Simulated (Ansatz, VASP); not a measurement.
**Nb2Br3: VASP beside Ansatz**

Contents of INCAR:

```
SYSTEM = Nb2Br3
  ALGO = Normal
  EDIFF = 1E-6
  EDIFFG = -0.01
  ENCUT = 600
  GGA = PE
  IBRION = 2
  ISIF = 3
  ISMEAR = 0
  LASPH = .TRUE.
  LCHARG = .FALSE.
  LREAL = .FALSE.
  LWAVE = .FALSE.
  NELM = 80
  NSW = 100
  PREC = Accurate
  SIGMA = 0.1
```

The input KPOINTS:

```
k-points
0
G
  12 12 4
  0 0 0
```

POSCAR

```
Nb2Br3
1.0
    4.1610385207      0.0000000000      0.0000000000
   -2.0805192604      3.6035650651      0.0000000000
    0.0000000000      0.0000000000      9.0740977622
Nb Br
2 3
Direct
    0.3333333333      0.6666666667      0.1024055888
    0.6666666667      0.3333333333      0.8975944112
    0.0000000000      0.0000000000      0.0000000000
    0.3333333333      0.6666666667      0.7052046869
    0.6666666667      0.3333333333      0.2947953131
```

Input for Ansatz:

```yaml
crystal:
  lattice:
    - [4.1610385207, 0.0, 0.0]
    - [-2.0805192604, 3.6035650651, 0.0]
    - [0.0, 0.0, 9.0740977622]
  atoms:
    - { symbol: Nb, position: [0.3333333333, 0.6666666667, 0.1024055888] }
    - { symbol: Nb, position: [0.6666666667, 0.3333333333, 0.8975944112] }
    - { symbol: Br, position: [0.0, 0.0, 0.0] }
    - { symbol: Br, position: [0.3333333333, 0.6666666667, 0.7052046869] }
    - { symbol: Br, position: [0.6666666667, 0.3333333333, 0.2947953131] }
basis:
  ecutwfc: 420
kpoints:
  mp_grid: { grid: [12, 12, 4] }
hamiltonian:
  xc: pbe
scf:
  occupations: { method: gaussian, width: 0.1 }
output:
  forces: true
  stress: true
  eigenvalues: true
relax:
  adjacent_minimum: "off"
  f_tol: 0.01
  max_steps: 80
  cell: { stress_tol: 0.05 }
```

Alike in both runs: task relaxation of cell and atoms; functional PBE; k mesh 12 × 12 × 4; occupations gaussian, width 0.1 eV; no spin polarisation.

|  | VASP | Ansatz |
| --- | --- | --- |
| version | VASP 6.6.1 | Ansatz 0.2.0 |
| potentials or method | VASP PAW PBE potentials, release 64 (Nb_sv, Br), cutoff 600 eV | scalar-relativistic, plane waves, PAW |
| valence electrons in the cell | 47 | 47 |

Ansatz gave:

| Property | Result |
| --- | --- |
| gap on the k mesh at the Fermi level, each at its own relaxed structure (eV) | none |
| relaxed volume (Å³/atom) | 27.32 |
| relaxed length of the cell vector where the two differ most in proportion (Å) | 9.089 |

Q: Estimate VASP's values.

A: gap on the k mesh at the Fermi level, each at its own relaxed structure (eV): none; relaxed volume (Å³/atom): 27.18; relaxed length of the cell vector where the two differ most in proportion (Å): 9.060.

A gap of «none» marks a metal or a gap that the smearing closes.
